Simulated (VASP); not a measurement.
Input of a VASP 6.6.1 run:

INCAR

```
SYSTEM = GaGe
  ALGO = Normal
  EDIFF = 1E-7
  ENCUT = 520
  GGA = CA
  ISIF = 2
  ISMEAR = -1
  LASPH = .True.
  LCHARG = .False.
  LREAL = .False.
  LWAVE = .False.
  NBANDS = 20
  NELM = 100
  PREC = Accurate
  SIGMA = 0.05
```

The input KPOINTS:

```
k-points
0
Gamma
  8 8 8
  0 0 0
```

POSCAR

```
GaGe
1.0
    0.0000000000      2.9359778994      2.9359778994
    2.9359778994      0.0000000000      2.9359778994
    2.9359778994      2.9359778994      0.0000000000
Ge Ga
1 1
Direct
    0.0000000000      0.0000000000      0.0000000000
    0.2500000000      0.2500000000      0.2500000000
```

Potentials or basis: VASP PAW LDA potentials, release 64 (Ge_d, Ga_d).

Launch:

```bash
$ cat potpaw_LDA.64/Ge_d/POTCAR potpaw_LDA.64/Ga_d/POTCAR > POTCAR
$ mpirun -np 1 vasp_std > vasp.out
```

Q: Estimate the pressure.

A: -5.5 GPa.
